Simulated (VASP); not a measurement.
# Al (P6_3/mmc) in VASP: further runs

The runs below take Al through relaxation of shape and atoms at fixed volume, relaxation of cell and atoms, with PBEsol.

Everything below comes from runs of VASP 6.6.1. Logs are shortened: lines on timing, memory, paths and dates and some standing lists are left out, and cuts for length are marked.

## 1. The cell of the first run

Symmetry: P6_3/mmc, No. 194, hexagonal system. The conventional cell has a = 2.646 Å, b = 2.646 Å, c = 4.304 Å, α = 90.00°, β = 90.00°, γ = 120.00°. Within 3.5 Å of Al (site symmetry -6m2) lie 12 Al at 2.64 to 2.65 Å.

## 2. Relaxation of shape and atoms at fixed volume, PBEsol

Input file INCAR:

```
PREC = Accurate
ENCUT = 600
EDIFF = 1E-6
ISMEAR = -1
SIGMA = 0.05
LREAL = False
LASPH = True
NELM = 60
ALGO = Normal
ISIF = 4
LWAVE = False
LCHARG = False
GGA = PS
IBRION = 2
NSW = 50
EDIFFG = -0.005
```

Input file KPOINTS:

```
regular mesh
0
Gamma
  17 17 9
```

Input file POSCAR:

```
Al
1.0
    2.6458220859      0.0000000000      0.0000000000
   -1.3229110430      2.2913491403      0.0000000000
    0.0000000000      0.0000000000      4.3042506349
Al
2
Direct
    0.3333333333      0.6666666667      0.2500000000
    0.6666666667      0.3333333333      0.7500000000
```

Potentials or basis: VASP PAW PBE potentials, release 64 (Al).

Started as:

```console
$ cat potpaw_PBE.64/Al/POTCAR > POTCAR
$ mpirun -np 1 vasp_std > vasp.out
```

OUTCAR:

```text
PREC = Accurate
   ENCUT = 600
   EDIFF = 1E-6
   ISMEAR = -1
   LREAL = False
   LASPH = True
   NELM = 60
   ISIF = 4
   GGA = PS
   IBRION = 2
   NSW = 50
   EDIFFG = -0.005

 ion  position               nearest neighbor table
   1  0.333  0.667  0.250-   2 2.64   2 2.64   2 2.64   2 2.64   2 2.64   2 2.64
   2  0.667  0.333  0.750-   1 2.64   1 2.64   1 2.64   1 2.64   1 2.64   1 2.64

  LATTYP: Found a hexagonal cell.
 ALAT       =     2.6458220859
 C/A-ratio  =     1.6268103051

  Lattice vectors:

 A1 = (   2.6458220859,   0.0000000000,   0.0000000000)
 A2 = (  -1.3229110430,   2.2913491403,   0.0000000000)
 A3 = (   0.0000000000,   0.0000000000,   4.3042506349)

Analysis of symmetry for initial positions (statically):
=====================================================================
 Subroutine PRICEL returns:
 Original cell was already a primitive cell.

 Routine SETGRP: Setting up the symmetry group for a
 hexagonal supercell.

 Subroutine GETGRP returns: Found 24 space group operations
 (whereof 12 operations were pure point group operations)
 out of a pool of 24 trial point group operations.

The static configuration has the point symmetry D_3d.
 The point group associated with its full space group is D_6h.

Analysis of symmetry for dynamics (positions and initial velocities):
=====================================================================
 Subroutine PRICEL returns:
 Original cell was already a primitive cell.

 Routine SETGRP: Setting up the symmetry group for a
 hexagonal supercell.

 Subroutine GETGRP returns: Found 24 space group operations
 (whereof 12 operations were pure point group operations)
 out of a pool of 24 trial point group operations.

The dynamic configuration has the point symmetry D_3d.
 The point group associated with its full space group is D_6h.

 Subroutine INISYM returns: Found 24 space group operations
 (whereof 12 operations are pure point group operations),
 and found     1 'primitive' translations

----------------------------------------------------------------------------------------

                                     Primitive cell

  volume of cell :      26.0945

  direct lattice vectors                    reciprocal lattice vectors
     2.645822086  0.000000000  0.000000000     0.377954363  0.218212053  0.000000000
    -1.322911043  2.291349140  0.000000000     0.000000000  0.436424106  0.000000000
[... 92 lines left out ...]
   ISYM   =      2    0-nonsym 1-usesym 2-fastsym
   POTIM  = 0.5000    time-step for ionic-motion
   TEBEG  =    0.0;   TEEND  =   0.0 temperature during run
   PSTRESS=    0.0 pullay stress
   NELECT =       6.0000    total number of electrons
   NUPDOWN=      -1.0000    fix difference up-down
   EMIN   =  10.00;   EMAX   =-10.00  energy-range for DOS
   EFERMI =   0.00;   METHOD = LEGACY
   ISMEAR =    -1;   SIGMA  =   0.05  broadening in eV -4-tet -1-fermi 0-gaus
   EFERMI_NEDOS =   21; number of points for ismear=-14 and -15
   IALGO  =     38    algorithm
   IMIX   =      4    mixing-type and parameters
     AMIX     =   0.40;   BMIX     =  1.00
     AMIX_MAG =   1.60;   BMIX_MAG =  1.00
  volume/ion in A,a.u.               =      13.05        88.05
  Fermi-wavevector in a.u.,A,eV,Ry     =   1.002941  1.895284 13.685976  1.005891
  Thomas-Fermi vector in A             =   2.135461
   LORBIT       =      0    0 simple, 1 ext, 2 COOP (PROOUT), +10 PAW based schemes
   GGA     = PS    functional components
   LHFCALC =     F    Hartree Fock is set to
   AEXX    =    0.0000 exact exchange contribution
   IVDW    =     0    specifies the selected vdW correction
   LEPSILON=     F    determine dielectric tensor
   LRPA    =     F    only Hartree local field effects (RPA)
 conjugate gradient relaxation of ions
 non-spin polarized calculation
  energy-cutoff  :      600.00
  volume of cell :       26.09
 maximum number of plane-waves:       883
 NGX is ok and might be reduce to    24
   NGX = 11   NGY = 11   NGZ = 17

--------------------------------------- Ionic step        1  -------------------------------------------

 number of electron       6.0000000 magnetization

 Free energy of the ion-electron system (eV)
  ---------------------------------------------------
  ext. energy  EPLUGINS =         0.00000000
  ---------------------------------------------------
  free energy    TOTEN  =        -7.64177100 eV

  energy without entropy =       -7.63641270  energy(sigma->0) =       -7.63909185

------------------------ aborting loop because EDIFF is reached ----------------------------------------

  FORCE on cell =-STRESS in cart. coord.  units (eV):
  Direction    XX          YY          ZZ          XY          YZ          ZX
  --------------------------------------------------------------------------------------
  -------------------------------------------------------------------------------------
  Total        4.6102884      4.6102884      4.8244363     -0.0000000     -0.0000000      0.0000000
  in kB      283.0669832    283.0669832    296.2154436     -0.0000000     -0.0000000      0.0000000
  external PRESSURE =     287.4498033 kB  Pullay stress =       0.0000000 kB
[... 59 lines left out ...]
--------------------------------------- Ionic step        3  -------------------------------------------

 number of electron       6.0000000 magnetization

 Free energy of the ion-electron system (eV)
  ---------------------------------------------------
  ext. energy  EPLUGINS =         0.00000000
  ---------------------------------------------------
  free energy    TOTEN  =        -7.64222823 eV

  energy without entropy =       -7.63681716  energy(sigma->0) =       -7.63952270

 E-fermi :  10.6609     XC(G=0): -11.1474

 val. band max:       10.6418540742   @ k =   0.1765   0.1176   0.2222
 cond. band min:      10.7009501491   @ k =   0.4118   0.0000   0.0000
 fundamental gap:      0.0590960749
 Fermi energy:        10.6608879006

 k-point     1 :       0.0000    0.0000    0.0000
  band No.  band energies     occupation
      1      -2.2285      2.00000
      2       5.0433      2.00000
      3       5.8538      2.00000
      4      22.9651      0.00000
      5      22.9651      0.00000
      6      23.2850      0.00000
      7      23.2850      0.00000
[... 221 lines left out ...]
 k-point    24 :       0.1765    0.1765    0.0000
  band No.  band energies     occupation
      1       0.3797      2.00000
      2       7.4413      2.00000
      3       8.1672      2.00000
      4      12.7195      0.00000
      5      13.6113      0.00000
      6      19.1353      0.00000
      7      20.2462      0.00000

 [... further k-points ...]
[... 5 lines left out ...]
  --------------------------------------------------------------------------------------
  -------------------------------------------------------------------------------------
  Total        4.6787398      4.6787398      4.6766192     -0.0000000     -0.0000000      0.0000000
  in kB      287.2698285    287.2698285    287.1396267     -0.0000000     -0.0000000      0.0000000
  external PRESSURE =     287.2264279 kB  Pullay stress =       0.0000000 kB
[... 17 lines left out ...]
  FREE ENERGIE OF THE ION-ELECTRON SYSTEM (eV)
  ---------------------------------------------------
  free  energy   TOTEN  =        -7.6422282334 eV

  energy  without entropy=       -7.6368171572  energy(sigma->0) =       -7.63952270

 reached required accuracy - stopping structural energy minimisation
```

OSZICAR:

```text
N       E                     dE             d eps       ncg     rms          rms(c)
DAV:   1     0.115057997432E+01    0.11506E+01   -0.27546E+03  2310   0.784E+02
DAV:   2    -0.764477255537E+01   -0.87954E+01   -0.83577E+01  3283   0.592E+01
[... 14 lines left out ...]
   2 F= -.76422066E+01 E0= -.76394952E+01  d E =-.435608E-03
       N       E                     dE             d eps       ncg     rms          rms(c)
DAV:   1    -0.764223443954E+01   -0.27894E-04   -0.59436E-04  3199   0.141E-01    0.133E-02
DAV:   2    -0.764223022371E+01    0.42158E-05   -0.46795E-06  2604   0.177E-02    0.745E-03
DAV:   3    -0.764222822753E+01    0.19962E-05   -0.38851E-06  2730   0.101E-02    0.320E-04
DAV:   4    -0.764222823340E+01   -0.58681E-08   -0.63495E-08  1337   0.239E-03
   3 F= -.76422282E+01 E0= -.76395227E+01  d E =-.457236E-03
```

Wall time 42 s (1 thread of AMD EPYC 7R13 (Zen 3), shared host); peak memory 0.14 GiB.

What came out:

```
Free energy               : -7.6422 eV
Energy gained by relaxing : 0.2 meV/atom
Ionic steps               : 3
Pressure after relaxing   : 28.7 GPa
Band gap on the k mesh    : zero (band 3 reaches 14.30 eV, above the bottom of band 4 at 7.38 eV)
```

The path:
```csv
step,energy change (eV),largest force (eV/Å),pressure (GPa),volume (Å³)
1,0.0000,0.0000,28.74,26.09
2,-0.0004,0.0000,28.73,26.09
3,-0.0005,0.0000,28.72,26.09
```

Final structure:
```cif
data_structure
_symmetry_space_group_name_H-M 'P 1'
_symmetry_Int_Tables_number 1
_cell_length_a 2.6399
_cell_length_b 2.6399
_cell_length_c 4.3235
_cell_angle_alpha 90.000
_cell_angle_beta 90.000
_cell_angle_gamma 120.000
_cell_volume 26.09
loop_
_atom_site_label
_atom_site_type_symbol
_atom_site_fract_x
_atom_site_fract_y
_atom_site_fract_z
_atom_site_occupancy
Al1 Al 0.33333 0.66667 0.25000 1
Al2 Al 0.66667 0.33333 0.75000 1
```

Levels at points of the mesh, in eV from the Fermi level:
```tsv
k point	band 1	band 2	band 3	band 4	band 5	band 6	band 7
(0.00, 0.00, 0.00)	-12.89	-5.62	-4.81	12.30	12.30	12.62	12.62
```

Caveat: the PAW data sets were made with another functional, which shifts forces and pressure a little.

## 3. Relaxation of cell and atoms, PBEsol

This run uses another cell than the first one, of 16.18 Å³/atom, 1.240 times its volume.

Input file INCAR:

```
PREC     = Accurate       # precision mode
ENCUT    = 600            # plane-wave cutoff, eV
EDIFF    = 1E-6           # SCF threshold, eV
ISMEAR   = -1             # smearing method
SIGMA    = 0.05           # smearing width, eV
LREAL    = False          # projectors in reciprocal space
LASPH    = True           # aspherical terms in the spheres
NELM     = 80             # most SCF steps
ALGO     = Normal         # electronic algorithm
ISIF     = 3              # what is computed and relaxed
LWAVE    = False          # write WAVECAR
LCHARG   = False          # write CHGCAR
GGA      = PS             # functional
IBRION   = 2              # ionic algorithm
NSW      = 60             # ionic steps
EDIFFG   = -0.005         # ionic threshold
```

Input file KPOINTS:

```
Automatic mesh
0
Gamma
  17 17 9
```

Input file POSCAR:

```
Al
1.0
    2.8463880775      0.0000000000      0.0000000000
   -1.4231940388      2.4650443841      0.0000000000
    0.0000000000      0.0000000000      4.6111486856
Al
2
Direct
    0.3333333333      0.6666666667      0.2500000000
    0.6666666667      0.3333333333      0.7500000000
```

Potentials or basis: VASP PAW PBE potentials, release 64 (Al).

Started as:

```console
$ cat potpaw_PBE.64/Al/POTCAR > POTCAR
$ mpirun -np 1 vasp_std > vasp.out
```

Run time: 64 s. Hardware: 1 thread of AMD EPYC 7R13 (Zen 3), shared host; peak memory 0.15 GiB.

The run converged. Its results:

* Free energy: -8.1248 eV
* Relaxed volume: 16.32 Å³/atom
* Relaxed cell: a = 2.851 Å, b = 2.851 Å, c = 4.638 Å, α = 90.00°, β = 90.00°, γ = 120.00°
* Space group after relaxing (to 0.05 Å): P6_3/mmc (No. 194)
* Energy gained by relaxing: 0.4 meV/atom
* Ionic steps: 6
* Pressure after relaxing: 0.0 GPa
* Band gap on the k mesh: zero (band 3 reaches 11.51 eV, above the bottom of band 4 at 5.11 eV)

Step by step:
| step | energy change (eV) | largest force (eV/Å) | pressure (GPa) | volume (Å³) |
| --- | --- | --- | --- | --- |
| 1 | 0.0000 | 0.0000 | 0.73 | 32.35 |
| 2 | -0.0008 | 0.0000 | -0.13 | 32.70 |
| 3 | -0.0008 | 0.0000 | -0.05 | 32.66 |
| 4 | -0.0008 | 0.0000 | -0.03 | 32.66 |
| 5 | -0.0008 | 0.0000 | 0.00 | 32.64 |
| 6 | -0.0008 | 0.0000 | 0.02 | 32.64 |

Final structure:
```
Al
1.0
     2.85064    0.00000    0.00000
    -1.42532    2.46873    0.00000
     0.00000    0.00000    4.63766
Al
2
Direct
  0.33333 0.66667 0.25000
  0.66667 0.33333 0.75000
```

Levels at points of the mesh, in eV from the Fermi level:
| k point | band 1 | band 2 | band 3 | band 4 | band 5 | band 6 | band 7 |
| --- | --- | --- | --- | --- | --- | --- | --- |
| (0.00, 0.00, 0.00) | -11.22 | -4.63 | -4.36 | 10.57 | 10.57 | 10.96 | 10.96 |

Caveat: the PAW data sets were made with another functional, which shifts forces and pressure a little.
